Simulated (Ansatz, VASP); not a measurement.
Given: the input of a run of VASP 6.6.1 on PbF2.

INCAR

```
SYSTEM = PbF2
  ALGO = Normal
  EDIFF = 1E-6
  ENCUT = 520
  GGA = PS
  ISIF = 2
  ISMEAR = -1
  LASPH = .TRUE.
  LCHARG = .FALSE.
  LREAL = .FALSE.
  LWAVE = .FALSE.
  NBANDS = 21
  NELM = 100
  PREC = Accurate
  SIGMA = 0.05
```

Contents of KPOINTS:

```
k-points
0
G
  8 8 8
  0 0 0
```

The input POSCAR:

```
PbF2
1.0
    0.0000000000      3.0026599987      3.0026599987
    3.0026599987      0.0000000000      3.0026599987
    3.0026599987      3.0026599987      0.0000000000
Pb F
1 2
Direct
    0.0000000000      0.0000000000      0.0000000000
    0.7500000000      0.7500000000      0.7500000000
    0.2500000000      0.2500000000      0.2500000000
```

Potentials or basis: VASP PAW PBE potentials, release 64 (Pb_d, F).

Command:

```sh
$ cat potpaw_PBE.64/Pb_d/POTCAR potpaw_PBE.64/F/POTCAR > POTCAR
$ mpirun -np 1 vasp_std > vasp.out
```

Q: Set up the same calculation for Ansatz 0.2.0. Potentials there: Ansatz PAW.

A: As run (the cutoff follows the program's own potentials):

input.yaml

```yaml
crystal:
  lattice:
    - [0.0, 3.0026599987, 3.0026599987]
    - [3.0026599987, 0.0, 3.0026599987]
    - [3.0026599987, 3.0026599987, 0.0]
  atoms:
    - { symbol: Pb, position: [0.0, 0.0, 0.0] }
    - { symbol: F, position: [0.75, 0.75, 0.75] }
    - { symbol: F, position: [0.25, 0.25, 0.25] }
hamiltonian:
  xc: pbesol
  pseudopotentials: { kind: paw }
kpoints:
  mp_grid: { grid: [8, 8, 8] }
scf:
  occupations: { method: fermi_dirac, width: 0.05 }
output:
  forces: true
  stress: true
  eigenvalues: true
```

Potentials or basis: Ansatz PAW.

Launch:

```bash
$ ansatz run input.yaml --threads 1 --pin off --max-ram 3584MiB --backend cpu --events-out ev --progress --plain --runs-dir out
```

Both were run:

|  | VASP | Ansatz | Ansatz less VASP |
| --- | --- | --- | --- |
| gap on the k mesh at the Fermi level (eV) | 4.31 | 4.31 | +0.006 |
| least direct gap on the mesh (eV) | 4.46 | 4.46 | +0.004 |
| pressure (GPa) | -3.8 | -3.6 | +0.21 |

VASP's potentials were made for PBE, not for PBEsol.

Spin-orbit coupling is off throughout.
